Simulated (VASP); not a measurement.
HgTe: electric field gradients with LDA

HgTe:

```
Hg Te
1.0
     0.00000    2.92150    2.83385
     2.92150    0.00000    2.83385
     2.92150    2.92150    0.00000
Hg Te
1 1
Cartesian
  0.0000 0.0000 0.0000
  2.9215 2.9215 2.8339
```

This cell differs from its parent crystal: zz strain of -3 %.

```json
{
 "Program": "VASP 6.6.1",
 "Task": "electric field gradients",
 "Functional": "LDA",
 "Potentials or basis": "VASP PAW LDA potentials, release 64 (Hg, Te)",
 "Cutoff": "400 eV",
 "k mesh": "10 × 10 × 10",
 "Occupations": "fermi-dirac, width 0.08 eV",
 "Spin": "no spin polarisation",
 "Dipole correction": "no",
 "Further INCAR settings": "ALGO = Normal; EDIFF = 1e-08; NBANDS = 16"
}
```

```
Pressure               : 7.5 GPa
Band gap on the k mesh : zero (band 9 reaches 6.78 eV, above the bottom of band 10 at 3.13 eV)
```

Stress tensor (GPa, compression positive):
```
 5.88  0.00  0.00
 0.00  5.88  0.00
 0.00  0.00 10.77
```

Levels at points of the mesh, in eV from the Fermi level:
```csv
k point,band 5,band 6,band 7,band 8,band 9,band 10,band 11,band 12,band 13,band 14
"(0.00, 0.00, 0.00)",-7.37,-7.28,-1.12,-0.88,-0.88,-0.28,7.70,7.72,7.72,7.77
"(0.50, 0.00, 0.00)",-7.08,-7.08,-6.21,0.36,0.59,2.33,3.52,3.84,4.51,10.88
"(0.50, 0.50, 0.00)",-6.98,-5.99,-5.43,-3.20,-3.05,-3.05,4.47,9.91,9.91,10.68
"(0.50, 0.00, 0.50)",-6.95,-6.08,-5.43,-3.08,-2.93,-2.75,4.66,9.54,10.51,10.58
```

Electric field gradients, principal values (V/Å²):
| atom | least | middle | greatest (by size) |
| --- | --- | --- | --- |
| 1 Hg | 32.354 | 32.355 | -64.709 |
| 2 Te | -18.195 | -18.195 | 36.390 |

Wall time 75 s on 1 thread of Intel(R) Xeon(R) Platinum 8375C CPU @ 2.90GHz (Ice Lake), on a shared host, peak memory 0.18 GiB.

Caveat: the cell differs from its parent crystal (zz strain of -3 %); without QUAD_EFG the Cq values of the log hold for a quadrupole moment of 1 mb, not for the nuclei; spin-orbit coupling is left out, which moves the levels of the heavy elements.
